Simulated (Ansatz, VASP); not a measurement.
# NbTe: VASP beside Ansatz

```
CELL_PARAMETERS angstrom
3.70297 0.00000 0.00000
-1.85149 3.20687 0.00000
0.00000 0.00000 3.69421
ATOMIC_POSITIONS crystal
Te 0.66667 0.33333 0.00000
Nb 0.00000 0.00000 0.50000
```

Alike in both runs: functional PBEsol; k mesh 8 × 8 × 7; occupations fermi-dirac, width 0.05 eV; no spin polarisation; Hubbard terms Nb d U = 5.0 eV.

```csv
,VASP,Ansatz
version,VASP 6.6.1,Ansatz 0.2.0
potentials or method,"VASP PAW PBE potentials, release 64 (Te, Nb_sv)",Ansatz PAW
plane-wave cutoff (eV),520,420
valence electrons in the cell,19,29
task,single point,projected density of states
```

VASP gave:

```
gap on the k mesh at the Fermi level (eV)                     : none
pressure (GPa)                                                : -1.1
traceless stress, the component that is largest in VASP (GPa) : 1.46
```

Estimate Ansatz's values.

gap on the k mesh at the Fermi level (eV): none; pressure (GPa): -4.0; traceless stress, the component that is largest in VASP (GPa): 0.73.

VASP's potentials were made for PBE, not for PBEsol. The programs project onto different local orbitals, so the same U acts differently, and such runs can settle in different states. A gap of «none» marks a metal or a gap that the smearing closes. VASP's potentials hold 19 valence electrons a cell and Ansatz's 29, so a difference there can come from the potentials and not from the codes.

Spin-orbit coupling is off throughout.
